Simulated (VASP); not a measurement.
# Si2Mo (AlB2 type) (P6/mmm) in VASP: further runs

Runs on Si2Mo (AlB2 type). Level: PBE. Tasks: single point, relaxation of cell and atoms.

Program: VASP 6.6.1. These are calculated values, not measurements. Logs are shortened: lines on timing, memory, paths and dates and some standing lists are left out, and cuts for length are marked.

### Step 1. The cell of the first run

The structure is hexagonal, space group P6/mmm (No. 191). The conventional cell has a = 4.309 Å, b = 4.309 Å, c = 2.608 Å, α = 90.00°, β = 90.00°, γ = 120.00°. Mo (site symmetry 6/mmm) has 2 Mo at 2.61 Å and 12 Si at 2.81 Å within 3.4 Å. Si (site symmetry -6m2) has 5 Si at 2.49 to 2.61 Å and 6 Mo at 2.81 Å within 3.3 Å.

### Step 2. Single point, PBE

The input, INCAR:

```
SYSTEM = Si2Mo
PREC = Accurate
ENCUT = 520
EDIFF = 1E-6
ISMEAR = -1
SIGMA = 0.1
LREAL = .FALSE.
LASPH = .TRUE.
NELM = 60
ALGO = Normal
ISIF = 2
LWAVE = .FALSE.
LCHARG = .TRUE.
GGA = PE
LELF = .TRUE.
LVHAR = .TRUE.
NBANDS = 18
```

The input, KPOINTS:

```
regular mesh
0
G
  9 9 7
  0 0 0
```

The input, POSCAR:

```
Si2Mo
1.0
    4.3094500490      0.0000000000      0.0000000000
   -2.1547250245      3.7320932187      0.0000000000
    0.0000000000      0.0000000000      2.6084376415
Mo Si
1 2
Direct
    0.0000000000      0.0000000000      0.0000000000
    0.3333333333      0.6666666667      0.5000000000
    0.6666666667      0.3333333333      0.5000000000
```

Potentials or basis: VASP PAW PBE potentials, release 64 (Mo_sv, Si).

The run is started by

```sh
$ cat potpaw_PBE.64/Mo_sv/POTCAR potpaw_PBE.64/Si/POTCAR > POTCAR
$ mpirun -np 1 vasp_std > vasp.out
```

OUTCAR:

```text
SYSTEM = Si2Mo
   PREC = Accurate
   ENCUT = 520
   EDIFF = 1E-6
   ISMEAR = -1
   LREAL = .FALSE.
   LASPH = .TRUE.
   NELM = 60
   ISIF = 2
   GGA = PE

 ion  position               nearest neighbor table
   1  0.000  0.000  0.000-   2 2.81   3 2.81   2 2.81   3 2.81   2 2.81   2 2.81   3 2.81   3 2.81
                             3 2.81   3 2.81   2 2.81   2 2.81
   2  0.333  0.667  0.500-   3 2.49   3 2.49   3 2.49   1 2.81   1 2.81   1 2.81   1 2.81   1 2.81
                             1 2.81
   3  0.667  0.333  0.500-   2 2.49   2 2.49   2 2.49   1 2.81   1 2.81   1 2.81   1 2.81   1 2.81
                             1 2.81

  LATTYP: Found a hexagonal cell.
 ALAT       =     4.3094500490
 C/A-ratio  =     0.6052831827

  Lattice vectors:

 A1 = (   4.3094500490,   0.0000000000,   0.0000000000)
 A2 = (  -2.1547250245,   3.7320932187,   0.0000000000)
 A3 = (   0.0000000000,   0.0000000000,   2.6084376415)

Analysis of symmetry for initial positions (statically):
=====================================================================
 Subroutine PRICEL returns:
 Original cell was already a primitive cell.

 Routine SETGRP: Setting up the symmetry group for a
 hexagonal supercell.

 Subroutine GETGRP returns: Found 24 space group operations
 (whereof 24 operations were pure point group operations)
 out of a pool of 24 trial point group operations.

The static configuration has the point symmetry D_6h.

Analysis of symmetry for dynamics (positions and initial velocities):
=====================================================================
 Subroutine PRICEL returns:
 Original cell was already a primitive cell.

 Routine SETGRP: Setting up the symmetry group for a
 hexagonal supercell.

 Subroutine GETGRP returns: Found 24 space group operations
 (whereof 24 operations were pure point group operations)
 out of a pool of 24 trial point group operations.

The dynamic configuration has the point symmetry D_6h.

 Subroutine INISYM returns: Found 24 space group operations
 (whereof 24 operations are pure point group operations),
 and found     1 'primitive' translations

----------------------------------------------------------------------------------------

                                     Primitive cell
[... 82 lines left out ...]
   NGXF,Y,Z  is equivalent  to a cutoff of  24.69, 24.69, 25.49 a.u.
 SYSTEM =  Si2Mo
   PREC   = accura    normal or accurate (medium, high low for compatibility)
   ISTART =      0    job   : 0-new  1-cont  2-samecut
   ICHARG =      2    charge: 1-file 2-atom 10-const
   ISPIN  =      1    spin polarized calculation?
   LNONCOLLINEAR =      F non collinear calculations
   LSORBIT =      F    spin-orbit coupling
   LASPH  =      T    aspherical Exc in radial PAW
   ENCUT  =  520.0 eV  38.22 Ry    6.18 a.u.   8.01  8.01  4.85*2*pi/ulx,y,z
   NELM   =     60;   NELMIN=  2; NELMDL= -5     # of ELM steps
   EDIFF  = 0.1E-05   stopping-criterion for ELM
   LREAL  =      F    real-space projection
   EDIFFG = 0.1E-04   stopping-criterion for IOM
   NSW    =      0    number of steps for IOM
   IBRION =     -1    ionic relax: 0-MD 1-quasi-New 2-CG
   NFREE  =      0    steps in history (QN), initial steepest desc. (CG)
   ISIF   =      2    stress and relaxation
   ISYM   =      2    0-nonsym 1-usesym 2-fastsym
   POTIM  = 0.5000    time-step for ionic-motion
   TEBEG  =    0.0;   TEEND  =   0.0 temperature during run
   PSTRESS=    0.0 pullay stress
   NELECT =      22.0000    total number of electrons
   NUPDOWN=      -1.0000    fix difference up-down
   EMIN   =  10.00;   EMAX   =-10.00  energy-range for DOS
   EFERMI =   0.00;   METHOD = LEGACY
   ISMEAR =    -1;   SIGMA  =   0.10  broadening in eV -4-tet -1-fermi 0-gaus
   EFERMI_NEDOS =   21; number of points for ismear=-14 and -15
   IALGO  =     38    algorithm
   IMIX   =      4    mixing-type and parameters
     AMIX     =   0.40;   BMIX     =  1.00
     AMIX_MAG =   1.60;   BMIX_MAG =  1.00
  volume/ion in A,a.u.               =      13.98        94.37
  Fermi-wavevector in a.u.,A,eV,Ry     =   1.320173  2.494765 23.713000  1.742856
  Thomas-Fermi vector in A             =   2.450018
   LORBIT       =      0    0 simple, 1 ext, 2 COOP (PROOUT), +10 PAW based schemes
   GGA     = PE    functional components
   LHFCALC =     F    Hartree Fock is set to
   AEXX    =    0.0000 exact exchange contribution
   IVDW    =     0    specifies the selected vdW correction
   LEPSILON=     F    determine dielectric tensor
   LRPA    =     F    only Hartree local field effects (RPA)
 non-spin polarized calculation
  energy-cutoff  :      520.00
  volume of cell :       41.95
 maximum number of plane-waves:      1146
   NGX = 17   NGY = 17   NGZ =  9

 number of electron      21.9999997 magnetization

 Free energy of the ion-electron system (eV)
  ---------------------------------------------------
  ext. energy  EPLUGINS =         0.00000000
  ---------------------------------------------------
  free energy    TOTEN  =       -21.32799961 eV

  energy without entropy =      -21.27894071  energy(sigma->0) =      -21.30347016

 E-fermi :  12.0421     XC(G=0): -12.2325

 val. band max:       12.0335634920   @ k =   0.3333   0.1111   0.4286
 cond. band min:      12.1597104043   @ k =   0.2222   0.1111   0.2857
 fundamental gap:      0.1261469123
 Fermi energy:        12.0420518035

 k-point     1 :       0.0000    0.0000    0.0000
  band No.  band energies     occupation
      1     -49.2028      2.00000
      2     -23.3095      2.00000
      3     -23.3095      2.00000
      4     -22.6202      2.00000
      5      -1.6195      2.00000
      6       5.8249      2.00000
[... 481 lines left out ...]
      5       1.4914      2.00000
      6       1.4914      2.00000
[... 10 lines left out ...]
     17      17.3328      0.00000
     18      19.2891      0.00000

 [... further k-points ...]
[... 5 lines left out ...]
  --------------------------------------------------------------------------------------
  -------------------------------------------------------------------------------------
  Total        0.0260189      0.0260189      0.0466843      0.0000000     -0.0000000     -0.0000000
  in kB        0.9936767      0.9936767      1.7828998      0.0000000     -0.0000000     -0.0000000
  external PRESSURE =       1.2567511 kB  Pullay stress =       0.0000000 kB

 VOLUME and BASIS-vectors are now :
 -----------------------------------------------------------------------------
  energy-cutoff  :      520.00
  volume of cell :       41.95
      direct lattice vectors                 reciprocal lattice vectors
     4.309450049  0.000000000  0.000000000     0.232048171  0.133973074  0.000000000
    -2.154725024  3.732093219  0.000000000     0.000000000  0.267946147  0.000000000
     0.000000000  0.000000000  2.608437642     0.000000000  0.000000000  0.383371250

 POSITION                                       TOTAL-FORCE (eV/Angst)
 -----------------------------------------------------------------------------------
      0.00000      0.00000      0.00000         0.000000     -0.000000     -0.000000
     -0.00000      2.48806      1.30422        -0.000000     -0.000000      0.000000
      2.15473      1.24403      1.30422         0.000000      0.000000     -0.000000
 -----------------------------------------------------------------------------------
    total drift:                                0.000000     -0.000000      0.000000

  FREE ENERGIE OF THE ION-ELECTRON SYSTEM (eV)
  ---------------------------------------------------
  free  energy   TOTEN  =       -21.3279996142 eV

  energy  without entropy=      -21.2789407145  energy(sigma->0) =      -21.30347016
```

stdout:

```text
POSCAR found type information on POSCAR MoSi
 POSCAR found :  2 types and       3 ions
 scaLAPACK will be used
 LDA part: xc-table for (Slater+PW92), standard interpolation
 POSCAR, INCAR and KPOINTS ok, starting setup
 FFT: planning ... GRIDC
 FFT: planning ... GRID_SOFT
 FFT: planning ... GRID
 WAVECAR not read
 entering main loop
```

Run time: 55 s. Hardware: 1 thread of Intel Xeon 8259CL, shared host; peak memory 0.17 GiB.

What came out:

| Property | Result |
| --- | --- |
| Free energy | -21.3280 eV |
| Pressure | 0.1 GPa |
| Band gap on the k mesh | zero (bands 11 and 12 overlap by 1.81 eV) |

### Step 3. Single point, PBE

The input, INCAR:

```
PREC = Accurate
ENCUT = 520
EDIFF = 1E-6
ISMEAR = -1
SIGMA = 0.1
LREAL = F
LASPH = T
NELM = 100
ALGO = Normal
ISIF = 2
LWAVE = F
LCHARG = T
GGA = PE
LELF = T
LVHAR = T
NBANDS = 18
```

The input, KPOINTS:

```
regular mesh
0
Gamma
  9 9 7
```

The input, POSCAR:

```
Si2Mo
1.0
    4.3096444105      0.0000000000      0.0000000000
   -2.1548222053      3.7322615407      0.0000000000
    0.0000000000      0.0000000000      2.6081802279
Mo Si
1 2
Direct
    0.0000000000      0.0000000000      0.0000000000
    0.3333333333      0.6666666667      0.5000000000
    0.6666666667      0.3333333333      0.5000000000
```

Potentials or basis: VASP PAW PBE potentials, release 64 (Mo_sv, Si).

The run is started by

```sh
$ cat potpaw_PBE.64/Mo_sv/POTCAR potpaw_PBE.64/Si/POTCAR > POTCAR
$ mpirun -np 1 vasp_std > vasp.out
```

OUTCAR:

```text
PREC = Accurate
   ENCUT = 520
   EDIFF = 1E-6
   ISMEAR = -1
   LREAL = F
   LASPH = T
   NELM = 100
   ISIF = 2
   GGA = PE

 ion  position               nearest neighbor table
   1  0.000  0.000  0.000-   2 2.81   3 2.81   2 2.81   3 2.81   2 2.81   2 2.81   3 2.81   3 2.81
                             3 2.81   3 2.81   2 2.81   2 2.81
   2  0.333  0.667  0.500-   3 2.49   3 2.49   3 2.49   1 2.81   1 2.81   1 2.81   1 2.81   1 2.81
                             1 2.81
   3  0.667  0.333  0.500-   2 2.49   2 2.49   2 2.49   1 2.81   1 2.81   1 2.81   1 2.81   1 2.81
                             1 2.81

  LATTYP: Found a hexagonal cell.
 ALAT       =     4.3096444105
 C/A-ratio  =     0.6051961553

  Lattice vectors:

 A1 = (   4.3096444105,   0.0000000000,   0.0000000000)
 A2 = (  -2.1548222053,   3.7322615407,   0.0000000000)
 A3 = (   0.0000000000,   0.0000000000,   2.6081802279)

Analysis of symmetry for initial positions (statically):
=====================================================================
 Subroutine PRICEL returns:
 Original cell was already a primitive cell.

 Routine SETGRP: Setting up the symmetry group for a
 hexagonal supercell.

 Subroutine GETGRP returns: Found 24 space group operations
 (whereof 24 operations were pure point group operations)
 out of a pool of 24 trial point group operations.

The static configuration has the point symmetry D_6h.

Analysis of symmetry for dynamics (positions and initial velocities):
=====================================================================
 Subroutine PRICEL returns:
 Original cell was already a primitive cell.

 Routine SETGRP: Setting up the symmetry group for a
 hexagonal supercell.

 Subroutine GETGRP returns: Found 24 space group operations
 (whereof 24 operations were pure point group operations)
[... 113 lines left out ...]
   TEBEG  =    0.0;   TEEND  =   0.0 temperature during run
   PSTRESS=    0.0 pullay stress
   NELECT =      22.0000    total number of electrons
   NUPDOWN=      -1.0000    fix difference up-down
   EMIN   =  10.00;   EMAX   =-10.00  energy-range for DOS
   EFERMI =   0.00;   METHOD = LEGACY
   ISMEAR =    -1;   SIGMA  =   0.10  broadening in eV -4-tet -1-fermi 0-gaus
   EFERMI_NEDOS =   21; number of points for ismear=-14 and -15
   IALGO  =     38    algorithm
   IMIX   =      4    mixing-type and parameters
     AMIX     =   0.40;   BMIX     =  1.00
     AMIX_MAG =   1.60;   BMIX_MAG =  1.00
  volume/ion in A,a.u.               =      13.98        94.37
  Fermi-wavevector in a.u.,A,eV,Ry     =   1.320177  2.494772 23.713134  1.742866
  Thomas-Fermi vector in A             =   2.450022
   LORBIT       =      0    0 simple, 1 ext, 2 COOP (PROOUT), +10 PAW based schemes
   GGA     = PE    functional components
   LHFCALC =     F    Hartree Fock is set to
   AEXX    =    0.0000 exact exchange contribution
   IVDW    =     0    specifies the selected vdW correction
   LEPSILON=     F    determine dielectric tensor
   LRPA    =     F    only Hartree local field effects (RPA)
 non-spin polarized calculation
  energy-cutoff  :      520.00
  volume of cell :       41.95
 maximum number of plane-waves:      1146
   NGX = 17   NGY = 17   NGZ =  9

 number of electron      21.9999997 magnetization

 Free energy of the ion-electron system (eV)
  ---------------------------------------------------
  ext. energy  EPLUGINS =         0.00000000
  ---------------------------------------------------
  free energy    TOTEN  =       -21.32799815 eV

  energy without entropy =      -21.27892645  energy(sigma->0) =      -21.30346230

 E-fermi :  12.0422     XC(G=0): -12.2325

 val. band max:       12.0335611907   @ k =   0.3333   0.1111   0.4286
 cond. band min:      12.1595586594   @ k =   0.2222   0.1111   0.2857
 fundamental gap:      0.1259974686
 Fermi energy:        12.0422377304

 k-point     1 :       0.0000    0.0000    0.0000
  band No.  band energies     occupation
      1     -49.2028      2.00000
      2     -23.3096      2.00000
      3     -23.3096      2.00000
      4     -22.6196      2.00000
      5      -1.6195      2.00000
      6       5.8246      2.00000
[... 481 lines left out ...]
      5       1.4912      2.00000
      6       1.4912      2.00000
[... 10 lines left out ...]
     17      17.3344      0.00000
     18      19.2873      0.00000

 [... further k-points ...]
[... 5 lines left out ...]
  --------------------------------------------------------------------------------------
  -------------------------------------------------------------------------------------
  Total        0.0240469      0.0240469      0.0556711     -0.0000000     -0.0000000      0.0000000
  in kB        0.9183734      0.9183734      2.1261262     -0.0000000     -0.0000000      0.0000000
  external PRESSURE =       1.3209577 kB  Pullay stress =       0.0000000 kB

 VOLUME and BASIS-vectors are now :
 -----------------------------------------------------------------------------
  energy-cutoff  :      520.00
  volume of cell :       41.95
      direct lattice vectors                 reciprocal lattice vectors
     4.309644410  0.000000000  0.000000000     0.232037705  0.133967032  0.000000000
    -2.154822205  3.732261541  0.000000000     0.000000000  0.267934063  0.000000000
     0.000000000  0.000000000  2.608180228     0.000000000  0.000000000  0.383409087

 POSITION                                       TOTAL-FORCE (eV/Angst)
 -----------------------------------------------------------------------------------
      0.00000      0.00000      0.00000         0.000000      0.000000      0.000000
     -0.00000      2.48817      1.30409        -0.000000      0.000000     -0.000000
      2.15482      1.24409      1.30409         0.000000      0.000000      0.000000
 -----------------------------------------------------------------------------------
    total drift:                                0.000000     -0.000000      0.000000

  FREE ENERGIE OF THE ION-ELECTRON SYSTEM (eV)
  ---------------------------------------------------
  free  energy   TOTEN  =       -21.3279981518 eV

  energy  without entropy=      -21.2789264538  energy(sigma->0) =      -21.30346230
```

stdout:

```text
POSCAR found type information on POSCAR MoSi
 POSCAR found :  2 types and       3 ions
 scaLAPACK will be used
 LDA part: xc-table for (Slater+PW92), standard interpolation
 POSCAR, INCAR and KPOINTS ok, starting setup
 FFT: planning ... GRIDC
 FFT: planning ... GRID_SOFT
 FFT: planning ... GRID
 WAVECAR not read
 entering main loop
```

Run time: 67 s. Hardware: 1 thread of Intel Xeon 8259CL, shared host; peak memory 0.17 GiB.

Results:

```
Free energy            : -21.3280 eV
Pressure               : 0.1 GPa
Band gap on the k mesh : zero (bands 11 and 12 overlap by 1.81 eV)
```

[end of part 1 of 2]

The gap in the log of VASP goes by the Fermi energy; the results here count the filled bands.